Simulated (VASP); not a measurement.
In2O3, 10 atoms in the cell. The structure is trigonal, space group R-3c (No. 167). The conventional cell has a = 5.512 Å, b = 5.512 Å, c = 13.516 Å, α = 90.00°, β = 90.00°, γ = 120.00°. In (site symmetry 3) has 6 O at 2.11 to 2.18 Å and 1 In at 2.90 Å within 3.0 Å. O (site symmetry 2) has 4 In at 2.11 to 2.18 Å and 8 O at 2.80 to 2.98 Å within 3.0 Å.  This cell differs from its parent crystal: engineering shear strain xy +0.0000, normal strain along z -0.0700.

- Program: VASP 6.6.1
- Task: single point
- Functional: PBEsol
- Potentials or basis: VASP PAW PBE potentials, release 64 (In_d, O)
- Cutoff: 520 eV
- k mesh: 6 × 6 × 6
- Occupations: gaussian, width 0.05 eV
- Spin: no spin polarisation
- Dipole correction: no
- Further INCAR settings: ALGO = Normal; EDIFF = 1e-07; NBANDS = 55

Potentials or basis: VASP PAW PBE potentials, release 64 (In_d, O).

Run with:

```bash
$ cat potpaw_PBE.64/In_d/POTCAR potpaw_PBE.64/O/POTCAR > POTCAR
$ mpirun -np 1 vasp_std > vasp.out
```

Hardware: 1 thread of Intel(R) Xeon(R) Platinum 8488C (Sapphire Rapids) (shared host).

Task: Estimate the wall time of this run.

Result: Run time: 3.9 min on 1 thread of Intel(R) Xeon(R) Platinum 8488C (Sapphire Rapids), on a shared host, peak memory 0.33 GiB. Counts: scf iterations 15, k points 32.
